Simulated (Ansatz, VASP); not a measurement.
## One calculation of Si2Ge2Ir, two programs

INCAR

```
PREC = Accurate ; ENCUT = 500
EDIFF = 1E-6 ; ISMEAR = 0
SIGMA = 0.1 ; LREAL = False
LASPH = True ; NELM = 120
ALGO = Normal ; ISIF = 2
LWAVE = False ; LCHARG = False
GGA = PE ; NBANDS = 56
GGA_COMPAT = False
```

The input KPOINTS:

```
regular mesh
0
Gamma
  4 4 4
```

Contents of POSCAR:

```
Si2Ge2Ir
1.0
    5.7891577071      0.0000000000      0.0000000000
    0.0000000000      5.7891577071      0.0000000000
    0.0000000000      0.0000000000      5.0566821835
Si Ge Ir
4 4 2
Direct
    0.1491617038      0.3508382962      0.7579148194
    0.3508382962      0.8508382962      0.7579148194
    0.8508382962      0.6491617038      0.7579148194
    0.6491617038      0.1491617038      0.7579148194
    0.1753324924      0.3246675076      0.2715955598
    0.8246675076      0.6753324924      0.2715955598
    0.6753324924      0.1753324924      0.2715955598
    0.3246675076      0.8246675076      0.2715955598
    0.0000000000      0.0000000000      0.9710872527
    0.5000000000      0.5000000000      0.9710872527
```

Input for Ansatz:

```yaml
crystal:
  lattice:
    - [5.7891577071, 0.0, 0.0]
    - [0.0, 5.7891577071, 0.0]
    - [0.0, 0.0, 5.0566821835]
  atoms:
    - { symbol: Si, position: [0.1491617038, 0.3508382962, 0.7579148194] }
    - { symbol: Si, position: [0.3508382962, 0.8508382962, 0.7579148194] }
    - { symbol: Si, position: [0.8508382962, 0.6491617038, 0.7579148194] }
    - { symbol: Si, position: [0.6491617038, 0.1491617038, 0.7579148194] }
    - { symbol: Ge, position: [0.1753324924, 0.3246675076, 0.2715955598] }
    - { symbol: Ge, position: [0.8246675076, 0.6753324924, 0.2715955598] }
    - { symbol: Ge, position: [0.6753324924, 0.1753324924, 0.2715955598] }
    - { symbol: Ge, position: [0.3246675076, 0.8246675076, 0.2715955598] }
    - { symbol: Ir, position: [0.0, 0.0, 0.9710872527] }
    - { symbol: Ir, position: [0.5, 0.5, 0.9710872527] }
basis:
  ecutwfc: 420
kpoints:
  mp_grid: { grid: [4, 4, 4] }
hamiltonian:
  xc: pbe
scf:
  occupations: { method: gaussian, width: 0.1 }
  lower_state_search: "off"
output:
  forces: true
  stress: true
  eigenvalues: true
```

Change from the starting cell: the structure that the rattled cell fell into.

Alike in both runs: task single point; functional PBE; k mesh 4 × 4 × 4; occupations gaussian, width 0.1 eV; no spin polarisation.

|  | VASP | Ansatz |
| --- | --- | --- |
| version | VASP 6.6.1 | Ansatz 0.2.0 |
| potentials or method | VASP PAW PBE potentials, release 64 (Si, Ge_d, Ir), cutoff 500 eV | scalar-relativistic, plane waves, PAW |
| valence electrons in the cell | 90 | 106 |

|  | VASP | Ansatz | Ansatz less VASP |
| --- | --- | --- | --- |
| gap on the k mesh at the Fermi level (eV) | none | none | - |
| pressure (GPa) | 0.0 | 0.0 | -0.06 |
| traceless stress, the component that is largest in VASP (GPa) | -0.31 | -0.26 | +0.044 |
| rms of the force components (eV/Å) | 0.009 | 0.016 | +0.0071 |

Atom by atom the forces differ by 0.009 eV/Å (rms over components). A gap of «none» marks a metal or a gap that the smearing closes. The functional is the same, so the differences come from potentials, cutoffs and numerics. VASP's potentials hold 90 valence electrons a cell and Ansatz's 106, so a difference there can come from the potentials and not from the codes.

Spin-orbit coupling is off throughout.
